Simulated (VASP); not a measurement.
A run of VASP 6.6.1:

Contents of INCAR:

```
PREC = Accurate ; ENCUT = 600
EDIFF = 1E-6 ; ISMEAR = 0
SIGMA = 0.1 ; LREAL = False
LASPH = True ; NELM = 200
ALGO = Normal ; ISIF = 2
LWAVE = False ; LCHARG = False
LDAU = True ; LDAUTYPE = 2
LDAUL = -1 1 ; LDAUU = 0 4.9
LDAUJ = 0 0 ; LDAUPRINT = 1
GGA = PE ; NBANDS = 16
GGA_COMPAT = False
```

KPOINTS

```
Automatic mesh
0
Gamma
  6 6 4
```

Contents of POSCAR:

```
BN
1.0
    2.5539396017      0.0000000000      0.0000000000
   -1.2769698009      2.2117765748      0.0000000000
    0.0000000000      0.0000000000      4.2268550000
B N
2 2
Direct
    0.6666666667      0.3333333333      0.9997240000
    0.3333333333      0.6666666667      0.4997240000
    0.6666666667      0.3333333333      0.6252760000
    0.3333333333      0.6666666667      0.1252760000
```

Potentials or basis: VASP PAW PBE potentials, release 64 (B, N).

Command:

```sh
$ cat potpaw_PBE.64/B/POTCAR potpaw_PBE.64/N/POTCAR > POTCAR
$ mpirun -np 1 vasp_std > vasp.out
```

Hardware: 1 thread of Intel(R) Xeon(R) Platinum 8259CL CPU @ 2.50GHz (Skylake/Cascade Lake), on a shared host.

Task: Estimate the wall time of this run.

Result: Run time: 7 s on 1 thread of Intel(R) Xeon(R) Platinum 8259CL CPU @ 2.50GHz (Skylake/Cascade Lake), with other jobs on the host, peak memory 0.13 GiB. Counts: scf iterations 12, k points 21.
